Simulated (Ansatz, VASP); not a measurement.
Cu: VASP beside Ansatz

The input INCAR:

```
SYSTEM = Cu
  PREC = Accurate
  ENCUT = 520
  EDIFF = 1E-6
  ISMEAR = 0
  SIGMA = 0.15
  LREAL = .False.
  LASPH = .True.
  NELM = 80
  ALGO = Normal
  ISIF = 2
  LWAVE = .False.
  LCHARG = .False.
  GGA = PS
  NBANDS = 12
```

File KPOINTS:

```
Automatic mesh
0
Gamma
  22 22 22
  0 0 0
```

File POSCAR:

```
Cu
1.0
    0.0000000000      1.7894250000      1.8075000000
    1.7894250000      0.0000000000      1.8075000000
    1.7894250000      1.7894250000      0.0000000000
Cu
1
Direct
    0.0000000000      0.0000000000      0.0000000000
```

Input for Ansatz:

```yaml
crystal:
  lattice:
    - [0.0, 1.789425, 1.8075]
    - [1.789425, 0.0, 1.8075]
    - [1.789425, 1.789425, 0.0]
  atoms:
    - { symbol: Cu, position: [0.0, 0.0, 0.0] }
basis:
  ecutwfc: 420
kpoints:
  mp_grid: { grid: [22, 22, 22] }
hamiltonian:
  xc: pbesol
scf:
  occupations: { method: gaussian, width: 0.15 }
output:
  forces: true
  stress: true
  eigenvalues: true
```

Change from the starting cell: strain -0.0100 x Voigt [1, 1, 0, 0, 0, 0], atoms carried along.

Alike in both runs: task single point; functional PBEsol; k mesh 22 × 22 × 22; occupations gaussian, width 0.15 eV; no spin polarisation.

|  | VASP | Ansatz |
| --- | --- | --- |
| version | VASP 6.6.1 | Ansatz 0.2.0 |
| potentials or method | VASP PAW PBE potentials, release 64 (Cu), cutoff 520 eV | scalar-relativistic, plane waves, PAW |
| valence electrons in the cell | 11 | 19 |

|  | VASP | Ansatz | Ansatz less VASP |
| --- | --- | --- | --- |
| gap on the k mesh at the Fermi level (eV) | none | none | - |
| pressure (GPa) | -2.9 | -3.6 | -0.69 |
| traceless stress, the component that is largest in VASP (GPa) | -0.42 | -0.43 | -0.010 |

VASP's potentials were made for PBE, not for PBEsol. A gap of «none» marks a metal or a gap that the smearing closes. The functional is the same, so the differences come from potentials, cutoffs and numerics. VASP's potentials hold 11 valence electrons a cell and Ansatz's 19, so a difference there can come from the potentials and not from the codes.
